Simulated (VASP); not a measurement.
Al3O, 4 atoms in the cell. The cell holds a slab with vacuum, 4 atoms: a = 2.857 Å, b = 2.857 Å, c = 20.102 Å, α = 90.00°, β = 90.00°, γ = 120.00°. 

* Program: VASP 6.6.1
* Task: single point
* Functional: PBE
* Potentials or basis: VASP PAW PBE potentials, release 64 (Al, O)
* Cutoff: 520 eV
* k mesh: 9 × 9 × 1
* Occupations: gaussian, width 0.1 eV
* Spin: no spin polarisation
* Dipole correction: yes
* Further INCAR settings: ALGO = Normal; EDIFF = 1e-07; NBANDS = 16

Potentials or basis: VASP PAW PBE potentials, release 64 (Al, O).

The run is started by

```console
$ cat potpaw_PBE.64/Al/POTCAR potpaw_PBE.64/O/POTCAR > POTCAR
$ mpirun -np 1 vasp_std > vasp.out
```

Hardware: 1 thread of Intel(R) Xeon(R) Platinum 8488C (Sapphire Rapids), with other jobs on the host.

Task: Estimate the wall time of this run.

Result: Wall time 43 s on 1 thread of Intel(R) Xeon(R) Platinum 8488C (Sapphire Rapids) (shared host), peak memory 0.26 GiB. Counts: scf iterations 23, k points 12.
